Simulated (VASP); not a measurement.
# Y (Fm-3m) in VASP: further runs

Runs on Y. Level: PBE. Tasks: relaxation of cell and atoms, single point.

Program: VASP 6.6.1. These are calculated values, not measurements. Logs are shortened: lines on timing, memory, paths and dates and some standing lists are left out, and cuts for length are marked.

**1. The cell of the first run**

It takes space group Fm-3m (No. 225, cubic). Conventional cell: a = 5.104 Å, b = 5.104 Å, c = 5.104 Å, α = 90.00°, β = 90.00°, γ = 90.00°. Y (site symmetry m-3m) has 12 Y at 3.61 Å within 4.7 Å.

**2. Relaxation of cell and atoms, PBE, non-collinear spin, zero start, spin-orbit coupling**

Contents of INCAR:

```
SYSTEM = Y
PREC = Accurate
ENCUT = 600
EDIFF = 1E-6
ISMEAR = -1
SIGMA = 0.05
LREAL = .False.
LASPH = .True.
NELM = 150
ALGO = Normal
ISIF = 3
LWAVE = .False.
LCHARG = .False.
MAGMOM = 0 0 0
LORBIT = 11
LSORBIT = .True.
GGA_COMPAT = .False.
LORBMOM = .True.
LMAXMIX = 4
GGA = PE
IBRION = 2
NSW = 60
EDIFFG = -0.01
```

Contents of KPOINTS:

```
regular mesh
0
Gamma
  7 7 7
  0 0 0
```

Contents of POSCAR:

```
Y
1.0
    0.0000000000      2.5519910612      2.5519910612
    2.5519910612      0.0000000000      2.5519910612
    2.5519910612      2.5519910612      0.0000000000
Y
1
Direct
    0.0000000000      0.0000000000      0.0000000000
```

Potentials or basis: VASP PAW PBE potentials, release 64 (Y_sv).

Launch:

```
cat potpaw_PBE.64/Y_sv/POTCAR > POTCAR
mpirun -np 1 vasp_ncl > vasp.out
```

OUTCAR:

```text
SYSTEM = Y
   PREC = Accurate
   ENCUT = 600
   EDIFF = 1E-6
   ISMEAR = -1
   LREAL = .False.
   LASPH = .True.
   NELM = 150
   ISIF = 3
   LORBIT = 11
   LSORBIT = .True.
   GGA = PE
   IBRION = 2
   NSW = 60
   EDIFFG = -0.01

 ion  position               nearest neighbor table
   1  0.000  0.000  0.000-

  LATTYP: Found a face centered cubic cell.
 ALAT       =     5.1039821224

  Lattice vectors:

 A1 = (   0.0000000000,   2.5519910612,   2.5519910612)
 A2 = (   2.5519910612,   0.0000000000,   2.5519910612)
 A3 = (   2.5519910612,   2.5519910612,   0.0000000000)

Analysis of symmetry for initial positions (statically):
=====================================================================
 Subroutine PRICEL returns:
 Original cell was already a primitive cell.

 Routine SETGRP: Setting up the symmetry group for a
 face centered cubic supercell.

 Subroutine GETGRP returns: Found 48 space group operations
 (whereof 48 operations were pure point group operations)
 out of a pool of 48 trial point group operations.

The static configuration has the point symmetry O_h .

Analysis of symmetry for dynamics (positions and initial velocities):
=====================================================================
 Subroutine PRICEL returns:
 Original cell was already a primitive cell.

 Routine SETGRP: Setting up the symmetry group for a
 face centered cubic supercell.

 Subroutine GETGRP returns: Found 48 space group operations
 (whereof 48 operations were pure point group operations)
 out of a pool of 48 trial point group operations.

The dynamic configuration has the point symmetry O_h .

Analysis of structural, dynamic, and magnetic symmetry:
=====================================================================
 Subroutine PRICEL returns:
 Original cell was already a primitive cell.

 Routine SETGRP: Setting up the symmetry group for a
 face centered cubic supercell.

 Subroutine GETGRP returns: Found 48 space group operations
 (whereof 48 operations were pure point group operations)
 out of a pool of 48 trial point group operations.

The overall configuration has the point symmetry O_h .

 Subroutine INISYM returns: Found 48 space group operations
 (whereof 48 operations are pure point group operations),
 and found     1 'primitive' translations

----------------------------------------------------------------------------------------

                                     Primitive cell

  volume of cell :      33.2405

  direct lattice vectors                    reciprocal lattice vectors
     0.000000000  2.551991061  2.551991061    -0.195925451  0.195925451  0.195925451
     2.551991061  0.000000000  2.551991061     0.195925451 -0.195925451  0.195925451
     2.551991061  2.551991061  0.000000000     0.195925451  0.195925451 -0.195925451

  length of vectors
     3.609060370  3.609060370  3.609060370     0.339352836  0.339352836  0.339352836

  position of ions in fractional coordinates (direct lattice)
     0.000000000  0.000000000  0.000000000

  ion indices of the primitive-cell ions
   primitive index   ion index
                 1           1

----------------------------------------------------------------------------------------

 KPOINTS: regular mesh

Automatic generation of k-mesh.
 Grid dimensions read from file:
 generate k-points for:    7    7    7

 Generating k-lattice:

  Cartesian coordinates                     Fractional coordinates (reciprocal lattice)
    -0.027989350  0.027989350  0.027989350     0.142857143  0.000000000  0.000000000
     0.027989350 -0.027989350  0.027989350     0.000000000  0.142857143  0.000000000
     0.027989350  0.027989350 -0.027989350     0.000000000  0.000000000  0.142857143

  Length of vectors
[... 43 lines left out ...]
   ICHARG =      2    charge: 1-file 2-atom 10-const
   ISPIN  =      1    spin polarized calculation?
   LNONCOLLINEAR =      T non collinear calculations
   LSORBIT =      T    spin-orbit coupling
   LASPH  =      T    aspherical Exc in radial PAW
   ENCUT  =  600.0 eV  44.10 Ry    6.64 a.u.   7.21  7.21  7.21*2*pi/ulx,y,z
   NELM   =    150;   NELMIN=  2; NELMDL= -5     # of ELM steps
   EDIFF  = 0.1E-05   stopping-criterion for ELM
   LREAL  =      F    real-space projection
   EDIFFG = -.1E-01   stopping-criterion for IOM
   NSW    =     60    number of steps for IOM
   IBRION =      2    ionic relax: 0-MD 1-quasi-New 2-CG
   NFREE  =      1    steps in history (QN), initial steepest desc. (CG)
   ISIF   =      3    stress and relaxation
   ISYM   =      2    0-nonsym 1-usesym 2-fastsym
   POTIM  = 0.5000    time-step for ionic-motion
   TEBEG  =    0.0;   TEEND  =   0.0 temperature during run
   PSTRESS=    0.0 pullay stress
   NELECT =      11.0000    total number of electrons
   NUPDOWN=      -1.0000    fix difference up-down
   EMIN   =  10.00;   EMAX   =-10.00  energy-range for DOS
   EFERMI =   0.00;   METHOD = LEGACY
   ISMEAR =    -1;   SIGMA  =   0.05  broadening in eV -4-tet -1-fermi 0-gaus
   EFERMI_NEDOS =   21; number of points for ismear=-14 and -15
   IALGO  =     38    algorithm
   IMIX   =      4    mixing-type and parameters
     AMIX     =   0.40;   BMIX     =  1.00
     AMIX_MAG =   1.60;   BMIX_MAG =  1.00
  volume/ion in A,a.u.               =      33.24       224.32
  Fermi-wavevector in a.u.,A,eV,Ry     =   1.132357  2.139844 17.445821  1.282232
  Thomas-Fermi vector in A             =   2.269058
   LORBIT       =     11    0 simple, 1 ext, 2 COOP (PROOUT), +10 PAW based schemes
   GGA     = PE    functional components
   LHFCALC =     F    Hartree Fock is set to
   AEXX    =    0.0000 exact exchange contribution
   IVDW    =     0    specifies the selected vdW correction
   LEPSILON=     F    determine dielectric tensor
   LRPA    =     F    only Hartree local field effects (RPA)
 conjugate gradient relaxation of ions
  energy-cutoff  :      600.00
  volume of cell :       33.24
 maximum number of plane-waves:      2244
 NGX is ok and might be reduce to    30
   NGX = 15   NGY = 15   NGZ = 15

--------------------------------------- Ionic step        1  -------------------------------------------

 number of electron      11.0000000 magnetization       0.0000000      0.0000000      0.0000000

 number of electron      11.0000000 magnetization       0.0000000     -0.0000000      0.0000000

 number of electron      11.0000000 magnetization      -0.0000000      0.0000000     -0.0000000

 Free energy of the ion-electron system (eV)
  ---------------------------------------------------
  ext. energy  EPLUGINS =         0.00000000
  ---------------------------------------------------
  free energy    TOTEN  =        -6.46333862 eV

  energy without entropy =       -6.45242280  energy(sigma->0) =       -6.45788071

------------------------ aborting loop because EDIFF is reached ----------------------------------------

  FORCE on cell =-STRESS in cart. coord.  units (eV):
  Direction    XX          YY          ZZ          XY          YZ          ZX
  --------------------------------------------------------------------------------------
  -------------------------------------------------------------------------------------
  Total       -0.2344299     -0.2344299     -0.2344299     -0.0000000     -0.0000000     -0.0000000
  in kB      -11.2994183    -11.2994183    -11.2994183     -0.0000000     -0.0000000     -0.0000000
  external PRESSURE =     -11.2994183 kB  Pullay stress =       0.0000000 kB
[... 98 lines left out ...]
 number of electron      11.0000001 magnetization       0.0000000     -0.0000000      0.0000000

 number of electron      11.0000001 magnetization      -0.0000000      0.0000000     -0.0000000

 Free energy of the ion-electron system (eV)
  ---------------------------------------------------
  ext. energy  EPLUGINS =         0.00000000
  ---------------------------------------------------
  free energy    TOTEN  =        -6.46658171 eV

  energy without entropy =       -6.45630255  energy(sigma->0) =       -6.46144213

 E-fermi :   3.1486     XC(G=0):  -9.4934

 val. band max:        3.0456321147   @ k =   0.2857   0.2857   0.0000
 cond. band min:       3.2206206651   @ k =   0.4286   0.2857   0.1429
 fundamental gap:      0.1749885504
 Fermi energy:         3.1485732289

 k-point     1 :       0.0000    0.0000    0.0000
  band No.  band energies     occupation
      1     -39.5156      1.00000
      2     -39.5156      1.00000
      3     -20.1772      1.00000
      4     -20.1772      1.00000
      5     -18.7331      1.00000
      6     -18.7331      1.00000
[... 437 lines left out ...]
  FREE ENERGIE OF THE ION-ELECTRON SYSTEM (eV)
  ---------------------------------------------------
  free  energy   TOTEN  =        -6.4665817150 eV

  energy  without entropy=       -6.4563025486  energy(sigma->0) =       -6.46144213

 reached required accuracy - stopping structural energy minimisation

 orbital moment (x)

 # of ion     p       d       f       tot
 ------------------------------------------------
  1         0.000   0.000   0.000   0.000
 ------------------------------------------------
            0.000   0.000   0.000   0.000

 orbital moment (y)

 # of ion     p       d       f       tot
 ------------------------------------------------
  1         0.000   0.000  -0.000   0.000
 ------------------------------------------------
            0.000   0.000  -0.000   0.000

 orbital moment (z)

 # of ion     p       d       f       tot
 ------------------------------------------------
  1         0.000   0.000   0.000   0.000
 ------------------------------------------------
            0.000   0.000   0.000   0.000

 Spin-Orbit-Coupling matrix elements

 Ion:    1  E_soc:     -0.0986908
 l=   1
     0.0000000    -0.0163034    -0.0163034
    -0.0163034     0.0000000    -0.0163034
    -0.0163034    -0.0163034     0.0000000
 l=   2
     0.0000000    -0.0000075     0.0000000    -0.0000075    -0.0001375
    -0.0000075     0.0000000    -0.0001031    -0.0000075    -0.0000344
     0.0000000    -0.0001031     0.0000000    -0.0001031     0.0000000
    -0.0000075    -0.0000075    -0.0001031     0.0000000    -0.0000344
    -0.0001375    -0.0000344     0.0000000    -0.0000344     0.0000000
 l=   3
     0.0000000     0.0000000     0.0000000     0.0000000     0.0000000     0.0000000     0.0000000
     0.0000000     0.0000000     0.0000000     0.0000000     0.0000000     0.0000000     0.0000000
     0.0000000     0.0000000     0.0000000     0.0000000     0.0000000     0.0000000     0.0000000
     0.0000000     0.0000000     0.0000000     0.0000000     0.0000000     0.0000000     0.0000000
     0.0000000     0.0000000     0.0000000     0.0000000     0.0000000     0.0000000     0.0000000
     0.0000000     0.0000000     0.0000000     0.0000000     0.0000000     0.0000000     0.0000000
     0.0000000     0.0000000     0.0000000     0.0000000     0.0000000     0.0000000     0.0000000

 total charge

# of ion       s       p       d       f       tot
--------------------------------------------------
    1        2.283   6.213   0.958   0.007   9.460

 magnetization (x)

# of ion       s       p       d       f       tot
--------------------------------------------------
    1        0.000  -0.000   0.000   0.000  -0.000

 magnetization (y)

# of ion       s       p       d       f       tot
--------------------------------------------------
    1        0.000   0.000   0.000   0.000   0.000

 magnetization (z)

# of ion       s       p       d       f       tot
--------------------------------------------------
    1        0.000   0.000   0.000  -0.000   0.000
```

Wall time 90 s (1 thread of Intel Xeon 6975P-C (Granite Rapids), shared host); peak memory 0.3 GiB.

What came out:

```
Free energy                                           : -6.4666 eV
Relaxed volume                                        : 32.26 Å³/atom
Relaxed cell                                          : a = 3.573 Å, b = 3.573 Å, c = 3.573 Å, α = 60.00°, β = 60.00°, γ = 60.00°
Space group after relaxing (to 0.05 Å)                : Fm-3m (No. 225)
Energy gained by relaxing                             : 3.2 meV/atom
Ionic steps                                           : 4
Pressure after relaxing                               : 0.0 GPa
Net moment                                            : 0.00 μB per cell
Valence electrons inside the program's atomic spheres : Y 9.46
```

The path:
```tsv
step	energy change (eV)	largest force (eV/Å)	pressure (GPa)	volume (Å³)
1	0.0000	0.0000	-1.13	33.24
2	-0.0031	0.0000	0.22	32.13
3	-0.0032	0.0000	-0.09	32.31
4	-0.0032	0.0000	0.04	32.26
```

Final structure:
```
CELL_PARAMETERS angstrom
0.00000 2.52658 2.52658
2.52658 0.00000 2.52658
2.52658 2.52658 0.00000
ATOMIC_POSITIONS crystal
Y 0.00000 0.00000 0.00000
```

Moments on the atoms (μB; x, y, z):
```
Y   0.00 0.00 0.00
```

**3. Single point, PBE (volume scaled by 0.94)**

Contents of INCAR:

```
SYSTEM = Y
  PREC = Accurate
  ENCUT = 520
  EDIFF = 1E-6
  ISMEAR = -1
  SIGMA = 0.05
  LREAL = .FALSE.
  LASPH = .TRUE.
  NELM = 80
  ALGO = Normal
  ISIF = 2
  LWAVE = .FALSE.
  LCHARG = .FALSE.
  GGA = PE
  NBANDS = 12
```

Contents of KPOINTS:

```
regular mesh
0
G
  9 9 9
  0 0 0
```

Contents of POSCAR:

```
Y
1.0
    0.0000000000      2.4998949931      2.4998949931
    2.4998949931      0.0000000000      2.4998949931
    2.4998949931      2.4998949931      0.0000000000
Y
1
Direct
    0.0000000000      0.0000000000      0.0000000000
```

Potentials or basis: VASP PAW PBE potentials, release 64 (Y_sv).

Launch:

```
cat potpaw_PBE.64/Y_sv/POTCAR > POTCAR
mpirun -np 1 vasp_std > vasp.out
```

OUTCAR:

```text
SYSTEM = Y
   PREC = Accurate
   ENCUT = 520
   EDIFF = 1E-6
   ISMEAR = -1
   LREAL = .FALSE.
   LASPH = .TRUE.
   NELM = 80
   ISIF = 2
   GGA = PE

 ion  position               nearest neighbor table
   1  0.000  0.000  0.000-

  LATTYP: Found a face centered cubic cell.
 ALAT       =     4.9997899862

  Lattice vectors:

 A1 = (   0.0000000000,   2.4998949931,   2.4998949931)
 A2 = (   2.4998949931,   0.0000000000,   2.4998949931)
 A3 = (   2.4998949931,   2.4998949931,   0.0000000000)

Analysis of symmetry for initial positions (statically):
=====================================================================
 Subroutine PRICEL returns:
 Original cell was already a primitive cell.

 Routine SETGRP: Setting up the symmetry group for a
 face centered cubic supercell.

 Subroutine GETGRP returns: Found 48 space group operations
 (whereof 48 operations were pure point group operations)
 out of a pool of 48 trial point group operations.

The static configuration has the point symmetry O_h .

Analysis of symmetry for dynamics (positions and initial velocities):
[... 158 lines left out ...]
 val. band max:        3.3163999456   @ k =  -0.4444   0.2222   0.1111
 cond. band min:       3.3539699005   @ k =  -0.3333   0.4444   0.2222
 fundamental gap:      0.0375699549
 Fermi energy:         3.3328211283

 k-point     1 :       0.0000    0.0000    0.0000
  band No.  band energies     occupation
      1     -39.2856      2.00000
      2     -18.9518      2.00000
      3     -18.9518      2.00000
      4     -18.9518      2.00000
      5      -1.5185      2.00000
      6       5.1286      0.00000
      7       5.1286      0.00000
      8       5.1286      0.00000
      9       7.2371      0.00000
     10       7.2371      0.00000
     11      12.3829      0.00000
     12      15.7818      0.00000
[... 331 lines left out ...]
 k-point    24 :       0.4444    0.4444    0.0000
  band No.  band energies     occupation
      1     -39.1856      2.00000
      2     -19.5408      2.00000
      3     -19.1749      2.00000
      4     -19.1749      2.00000
      5       1.4625      2.00000
      6       2.4095      2.00000
      7       5.3570      0.00000
      8       8.7207      0.00000
      9       8.7889      0.00000
     10       8.7889      0.00000
     11      11.8801      0.00000
     12      11.8801      0.00000

 [... further k-points ...]
[... 5 lines left out ...]
  --------------------------------------------------------------------------------------
  -------------------------------------------------------------------------------------
  Total        0.2980219      0.2980219      0.2980219      0.0000000      0.0000000      0.0000000
  in kB       15.2814093     15.2814093     15.2814093      0.0000000      0.0000000      0.0000000
  external PRESSURE =      15.2814093 kB  Pullay stress =       0.0000000 kB

 VOLUME and BASIS-vectors are now :
 -----------------------------------------------------------------------------
  energy-cutoff  :      520.00
  volume of cell :       31.25
      direct lattice vectors                 reciprocal lattice vectors
     0.000000000  2.499894993  2.499894993    -0.200008401  0.200008401  0.200008401
     2.499894993  0.000000000  2.499894993     0.200008401 -0.200008401  0.200008401
     2.499894993  2.499894993  0.000000000     0.200008401  0.200008401 -0.200008401

 POSITION                                       TOTAL-FORCE (eV/Angst)
 -----------------------------------------------------------------------------------
      0.00000      0.00000      0.00000         0.000000      0.000000      0.000000
 -----------------------------------------------------------------------------------
    total drift:                               -0.000000     -0.000000     -0.000000

  FREE ENERGIE OF THE ION-ELECTRON SYSTEM (eV)
  ---------------------------------------------------
  free  energy   TOTEN  =        -6.4084613712 eV

  energy  without entropy=       -6.3947757688  energy(sigma->0) =       -6.40161857
```

OSZICAR:

```text
N       E                     dE             d eps       ncg     rms          rms(c)
DAV:   1     0.242415241688E+02    0.24242E+02   -0.55889E+03   840   0.828E+02
DAV:   2    -0.530280129114E+01   -0.29544E+02   -0.28687E+02  1004   0.163E+02
DAV:   3    -0.653643476181E+01   -0.12336E+01   -0.12145E+01  1156   0.227E+01
DAV:   4    -0.657938829369E+01   -0.42954E-01   -0.42929E-01   972   0.365E+00
DAV:   5    -0.658015093796E+01   -0.76264E-03   -0.76263E-03  1076   0.414E-01    0.229E+01
DAV:   6    -0.643305763478E+01    0.14709E+00   -0.18773E-01   904   0.290E+00    0.140E+01
DAV:   7    -0.641239503083E+01    0.20663E-01   -0.27634E-01   988   0.353E+00    0.116E+00
DAV:   8    -0.640859369314E+01    0.38013E-02   -0.36090E-02   968   0.146E+00    0.171E-01
DAV:   9    -0.640848395295E+01    0.10974E-03   -0.75587E-04  1016   0.230E-01    0.849E-02
DAV:  10    -0.640846026979E+01    0.23683E-04   -0.11865E-04   964   0.940E-02    0.274E-02
DAV:  11    -0.640846261852E+01   -0.23487E-05   -0.15138E-05   960   0.311E-02    0.185E-02
DAV:  12    -0.640846161601E+01    0.10025E-05   -0.14473E-06   876   0.107E-02    0.569E-03
DAV:  13    -0.640846137124E+01    0.24477E-06   -0.20202E-07   484   0.338E-03
   1 F= -.64084614E+01 E0= -.64016186E+01  d E =-.136856E-01
```

stdout:

```text
POSCAR found type information on POSCAR Y
 POSCAR found :  1 types and       1 ions
 scaLAPACK will be used
 LDA part: xc-table for (Slater+PW92), standard interpolation
 POSCAR, INCAR and KPOINTS ok, starting setup
 FFT: planning ... GRIDC
 FFT: planning ... GRID_SOFT
 FFT: planning ... GRID
 WAVECAR not read
 entering main loop
```

Run time: 16 s. Hardware: 1 thread of AMD EPYC 7R13 (Zen 3), shared host; peak memory 0.14 GiB.

Results:

```
Free energy : -6.4085 eV
Pressure    : 1.5 GPa
```

Caveat: the cell differs from its parent crystal (volume scaled by 0.94).
